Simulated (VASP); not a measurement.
Input of a VASP 6.6.1 run:

File INCAR:

```
PREC = Accurate ; ENCUT = 520
EDIFF = 1E-6 ; ISMEAR = 0
SIGMA = 1.0 ; LREAL = F
LASPH = T ; NELM = 60
ALGO = Normal ; ISIF = 2
LWAVE = F ; LCHARG = T
GGA = PE ; LELF = T
LVHAR = T ; NBANDS = 22
```

File KPOINTS:

```
regular mesh
0
Gamma
  8 8 8
```

POSCAR

```
Bi
1.0
    2.2924582305      1.3235513765      4.0467531177
   -2.2924582305      1.3235513765      4.0467531177
    0.0000000000     -2.6471027530      4.0467531177
Bi
2
Direct
    0.2337113826      0.2337113826      0.2337113826
    0.7662886174      0.7662886174      0.7662886174
```

Potentials or basis: VASP PAW PBE potentials, release 64 (Bi_d).

Run with:

```bash
$ cat potpaw_PBE.64/Bi_d/POTCAR > POTCAR
$ mpirun -np 1 vasp_std > vasp.out
```

(1) What does it give for the band gap on the k mesh?

(2) Estimate the pressure.

(3) Estimate the largest force.

## Answers

(1) zero (bands 15 and 16 overlap by 0.16 eV).

(2) 0.5 GPa.

(3) 0.265 eV/Å.

Caveat: so wide a smearing shifts energies and pressures; spin-orbit coupling is left out, which moves the levels of the heavy elements.
